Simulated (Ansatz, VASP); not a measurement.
**La: VASP beside Ansatz**

INCAR

```
SYSTEM = La
PREC = Accurate
ENCUT = 520
EDIFF = 1E-7
ISMEAR = -1
SIGMA = 0.05
LREAL = .False.
LASPH = .True.
NELM = 100
ALGO = Normal
ISIF = 2
LWAVE = .False.
LCHARG = .False.
GGA = PS
NBANDS = 12
```

Contents of KPOINTS:

```
Automatic mesh
0
Gamma
  9 9 9
  0 0 0
```

POSCAR

```
La
1.0
   -2.1378965873      2.1378965873      2.1378965873
    2.1378965873     -2.1378965873      2.1378965873
    2.1378965873      2.1378965873     -2.1378965873
La
1
Direct
    0.0000000000      0.0000000000      0.0000000000
```

File input.yaml:

```yaml
crystal:
  lattice:
    - [-2.1378965873, 2.1378965873, 2.1378965873]
    - [2.1378965873, -2.1378965873, 2.1378965873]
    - [2.1378965873, 2.1378965873, -2.1378965873]
  atoms:
    - { symbol: La, position: [0.0, 0.0, 0.0] }
hamiltonian:
  xc: pbesol
  pseudopotentials: { kind: paw }
kpoints:
  mp_grid: { grid: [9, 9, 9] }
scf:
  occupations: { method: fermi_dirac, width: 0.05 }
output:
  forces: true
  stress: true
  eigenvalues: true
```

Alike in both runs: task single point; functional PBEsol; k mesh 9 × 9 × 9; occupations fermi-dirac, width 0.05 eV; no spin polarisation.

|  | VASP | Ansatz |
| --- | --- | --- |
| version | VASP 6.6.1 | Ansatz 0.2.0 |
| potentials or method | VASP PAW PBE potentials, release 64 (La) | Ansatz PAW |
| plane-wave cutoff (eV) | 520 | 420 |
| valence electrons in the cell | 11 | 11 |

VASP gave:

| Quantity | Value |
| --- | --- |
| gap on the k mesh at the Fermi level (eV) | none |
| pressure (GPa) | -2.9 |

Task: Estimate Ansatz's values.

Result: gap on the k mesh at the Fermi level (eV): none; pressure (GPa): -3.0.

VASP's potentials were made for PBE, not for PBEsol. A gap of «none» marks a metal or a gap that the smearing closes. The functional is the same, so the differences come from potentials, cutoffs and numerics.

Spin-orbit coupling is off throughout.
